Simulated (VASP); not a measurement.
## Ti: electric field gradients with r2SCAN

Crystal: Ti.

```
Ti
1.0
     2.95000    0.00000    0.00000
    -1.47500    2.55477    0.00000
     0.00000    0.00000    4.68600
Ti
2
Direct
  0.33333 0.66667 0.25000
  0.66667 0.33333 0.75000
```

| Property | Result |
| --- | --- |
| Program | VASP 6.6.1 |
| Task | electric field gradients |
| Functional | r2SCAN |
| Potentials or basis | VASP PAW PBE potentials, release 64 (Ti_sv) |
| Cutoff | 520 eV |
| k mesh | 13 × 13 × 7 |
| Occupations | fermi-dirac, width 0.08 eV |
| Spin | no spin polarisation |
| Dipole correction | no |
| Further INCAR settings | ALGO = Normal; EDIFF = 1e-08; NBANDS = 19 |

The pressure is -1.9 GPa and the band gap on the k mesh is zero (band 12 reaches 9.08 eV, above the bottom of band 13 at 7.85 eV).

Stress tensor (GPa, compression positive):
```
-1.66  0.00  0.00
 0.00 -1.66  0.00
 0.00  0.00 -2.28
```

Levels at points of the mesh, in eV from the Fermi level:
| k point | band 8 | band 9 | band 10 | band 11 | band 12 | band 13 | band 14 | band 15 | band 16 | band 17 |
| --- | --- | --- | --- | --- | --- | --- | --- | --- | --- | --- |
| (0.00, 0.00, 0.00) | -34.07 | -6.57 | -2.81 | 0.50 | 0.87 | 0.87 | 0.95 | 1.38 | 1.38 | 1.82 |

Electric field gradients, principal values (V/Å²):
```tsv
atom	least	middle	greatest (by size)
1 Ti	-8.175	-8.176	16.351
2 Ti	-8.175	-8.176	16.351
```

Run time: 3.9 min on 1 thread of Intel(R) Xeon(R) Platinum 8488C (Sapphire Rapids), on a shared host, peak memory 0.19 GiB.

Caveat: without QUAD_EFG the Cq values of the log hold for a quadrupole moment of 1 mb, not for the nuclei; the PAW data sets were made with another functional, which shifts forces and pressure a little.
